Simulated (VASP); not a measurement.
# Si (I4/mmm) in VASP: single point with PBE

Aim: the single point of Si with PBE.

Program: VASP 6.6.1. These are calculated values, not measurements. Logs are shortened: lines on timing, memory, paths and dates and some standing lists are left out, and cuts for length are marked.

## 1. The cell of the first run

Symmetry: I4/mmm, No. 139, tetragonal system. The conventional cell has a = 7.444 Å, b = 7.444 Å, c = 3.861 Å, α = 90.00°, β = 90.00°, γ = 90.00°. Si (site symmetry m2m) has 4 Si at 2.45 to 2.66 Å within 3.2 Å.

## 2. Single point, PBE

INCAR

```
SYSTEM = Si
  PREC = Accurate
  ENCUT = 520
  EDIFF = 1E-6
  ISMEAR = 0
  SIGMA = 0.05
  LREAL = .FALSE.
  LASPH = .TRUE.
  NELM = 100
  ALGO = Normal
  ISIF = 2
  LWAVE = .FALSE.
  LCHARG = .FALSE.
  GGA = PE
  NBANDS = 16
```

KPOINTS

```
regular mesh
0
G
  10 10 10
  0 0 0
```

POSCAR

```
Si
1.0
   -3.7219613288      3.7219613288      1.9304179815
    3.7219613288     -3.7219613288      1.9304179815
    3.7219613288      3.7219613288     -1.9304179815
Si
4
Direct
    0.1786105079      0.1786105079      0.3572210158
    0.8213894921      0.8213894921      0.6427789842
    0.1786105079      0.8213894921      0.0000000000
    0.8213894921      0.1786105079      0.0000000000
```

Potentials or basis: VASP PAW PBE potentials, release 64 (Si).

Run with:

```sh
> cat potpaw_PBE.64/Si/POTCAR > POTCAR
> mpirun -np 1 vasp_std > vasp.out
```

OUTCAR:

```text
SYSTEM = Si
   PREC = Accurate
   ENCUT = 520
   EDIFF = 1E-6
   ISMEAR = 0
   LREAL = .FALSE.
   LASPH = .TRUE.
   NELM = 100
   ISIF = 2
   GGA = PE

 ion  position               nearest neighbor table
   1  0.179  0.179  0.357-   2 2.45   2 2.45   3 2.66   4 2.66
   2  0.821  0.821  0.643-   1 2.45   1 2.45   4 2.66   3 2.66
   3  0.179  0.821  0.000-   4 2.45   4 2.45   2 2.66   1 2.66
   4  0.821  0.179  0.000-   3 2.45   3 2.45   2 2.66   1 2.66

  LATTYP: Found a body centered tetragonal cell.
 ALAT       =     7.4439226576
 C/A-ratio  =     0.5186561092

  Lattice vectors:

 A1 = (  -3.7219613288,   3.7219613288,   1.9304179815)
 A2 = (   3.7219613288,  -3.7219613288,   1.9304179815)
 A3 = (   3.7219613288,   3.7219613288,  -1.9304179815)

Analysis of symmetry for initial positions (statically):
=====================================================================
 Subroutine PRICEL returns:
 Original cell was already a primitive cell.

 Routine SETGRP: Setting up the symmetry group for a
 body centered tetragonal supercell.

 Subroutine GETGRP returns: Found 16 space group operations
 (whereof 16 operations were pure point group operations)
 out of a pool of 16 trial point group operations.

The static configuration has the point symmetry D_4h.

Analysis of symmetry for dynamics (positions and initial velocities):
=====================================================================
 Subroutine PRICEL returns:
 Original cell was already a primitive cell.

 Routine SETGRP: Setting up the symmetry group for a
 body centered tetragonal supercell.

 Subroutine GETGRP returns: Found 16 space group operations
 (whereof 16 operations were pure point group operations)
 out of a pool of 16 trial point group operations.

The dynamic configuration has the point symmetry D_4h.

 Subroutine INISYM returns: Found 16 space group operations
 (whereof 16 operations are pure point group operations),
 and found     1 'primitive' translations

----------------------------------------------------------------------------------------

                                     Primitive cell

  volume of cell :     106.9683

  direct lattice vectors                    reciprocal lattice vectors
    -3.721961329  3.721961329  1.930417981     0.000000000  0.134337774  0.259011263
     3.721961329 -3.721961329  1.930417981     0.134337774  0.000000000  0.259011263
     3.721961329  3.721961329 -1.930417981     0.134337774  0.134337774  0.000000000

  length of vectors
[... 91 lines left out ...]
   NFREE  =      0    steps in history (QN), initial steepest desc. (CG)
   ISIF   =      2    stress and relaxation
   ISYM   =      2    0-nonsym 1-usesym 2-fastsym
   POTIM  = 0.5000    time-step for ionic-motion
   TEBEG  =    0.0;   TEEND  =   0.0 temperature during run
   PSTRESS=    0.0 pullay stress
   NELECT =      16.0000    total number of electrons
   NUPDOWN=      -1.0000    fix difference up-down
   EMIN   =  10.00;   EMAX   =-10.00  energy-range for DOS
   EFERMI =   0.00;   METHOD = LEGACY
   ISMEAR =     0;   SIGMA  =   0.05  broadening in eV -4-tet -1-fermi 0-gaus
   EFERMI_NEDOS =   21; number of points for ismear=-14 and -15
   IALGO  =     38    algorithm
   IMIX   =      4    mixing-type and parameters
     AMIX     =   0.40;   BMIX     =  1.00
     AMIX_MAG =   1.60;   BMIX_MAG =  1.00
  volume/ion in A,a.u.               =      26.74       180.46
  Fermi-wavevector in a.u.,A,eV,Ry     =   0.869020  1.642210 10.275064  0.755196
  Thomas-Fermi vector in A             =   1.987782
   LORBIT       =      0    0 simple, 1 ext, 2 COOP (PROOUT), +10 PAW based schemes
   GGA     = PE    functional components
   LHFCALC =     F    Hartree Fock is set to
   AEXX    =    0.0000 exact exchange contribution
   IVDW    =     0    specifies the selected vdW correction
   LEPSILON=     F    determine dielectric tensor
   LRPA    =     F    only Hartree local field effects (RPA)
 non-spin polarized calculation
 Gauss-broadening in eV      SIGMA  =   0.05
  energy-cutoff  :      520.00
  volume of cell :      106.97
 maximum number of plane-waves:      2908
 NGX is ok and might be reduce to    42
   NGX = 21   NGY = 21   NGZ = 21

 number of electron      16.0000001 magnetization

 Free energy of the ion-electron system (eV)
  ---------------------------------------------------
  ext. energy  EPLUGINS =         0.00000000
  ---------------------------------------------------
  free energy    TOTEN  =       -20.21003914 eV

  energy without entropy =      -20.20988586  energy(sigma->0) =      -20.20996250

 E-fermi :   3.4097     XC(G=0):  -8.2167

 val. band max:        3.4056824059   @ k =   0.5000   0.5000   0.5000
 cond. band min:       3.4576019565   @ k =   0.3000   0.2000   0.2000
 fundamental gap:      0.0519195506
 Fermi energy:         3.4096622598

 k-point     1 :       0.0000    0.0000    0.0000
  band No.  band energies     occupation
      1      -7.2166      2.00000
      2      -4.5337      2.00000
      3      -1.6913      2.00000
      4      -1.6913      2.00000
      5       0.4661      2.00000
      6       2.6232      2.00000
[... 433 lines left out ...]
      3      -2.9622      2.00000
      4      -1.2581      2.00000
      5       0.0169      2.00000
      6       1.1442      2.00000
[... 8 lines left out ...]
     15       8.9414      0.00000
     16      10.2227      0.00000

 [... further k-points ...]

------------------------ aborting loop because EDIFF is reached ----------------------------------------

  FORCE on cell =-STRESS in cart. coord.  units (eV):
  Direction    XX          YY          ZZ          XY          YZ          ZX
  --------------------------------------------------------------------------------------
  -------------------------------------------------------------------------------------
  Total       -9.0698893     -9.0698893     -2.0946262      0.0000000      0.0000000      0.0000000
  in kB     -135.8493327   -135.8493327    -31.3734332      0.0000000      0.0000000      0.0000000
  external PRESSURE =    -101.0240328 kB  Pullay stress =       0.0000000 kB

 VOLUME and BASIS-vectors are now :
 -----------------------------------------------------------------------------
  energy-cutoff  :      520.00
  volume of cell :      106.97
      direct lattice vectors                 reciprocal lattice vectors
    -3.721961329  3.721961329  1.930417981     0.000000000  0.134337774  0.259011263
     3.721961329 -3.721961329  1.930417981     0.134337774  0.000000000  0.259011263
     3.721961329  3.721961329 -1.930417981     0.134337774  0.134337774  0.000000000

 POSITION                                       TOTAL-FORCE (eV/Angst)
 -----------------------------------------------------------------------------------
      1.32956      1.32956     -0.00000        -0.318481     -0.318481      0.000000
      2.39240      2.39240      1.93042         0.318481      0.318481     -0.000000
      2.39240     -2.39240      1.93042         0.318481     -0.318481     -0.000000
     -2.39240      2.39240      1.93042        -0.318481      0.318481     -0.000000
 -----------------------------------------------------------------------------------
    total drift:                               -0.000000     -0.000000      0.000000

  FREE ENERGIE OF THE ION-ELECTRON SYSTEM (eV)
  ---------------------------------------------------
  free  energy   TOTEN  =       -20.2100391413 eV

  energy  without entropy=      -20.2098858616  energy(sigma->0) =      -20.20996250
```

Run time: 78 s. Hardware: 1 thread of Intel Xeon 6975P-C (Granite Rapids), shared host; peak memory 0.32 GiB.

What came out:

```yaml
Free_energy: -20.2100 eV
Pressure: -10.1 GPa
Largest_force: 0.450 eV/Å
Band_gap_on_the_k_mesh: 0.05 eV (least direct gap 0.52 eV)
```

Forces on the atoms (eV/Å):
```
Si  -0.318 -0.318  0.000
Si   0.318  0.318  0.000
Si   0.318 -0.318  0.000
Si  -0.318  0.318  0.000
```

Caveat: the stress differs along the axes, from -14 to -3 GPa. A k mesh can miss the band edges.
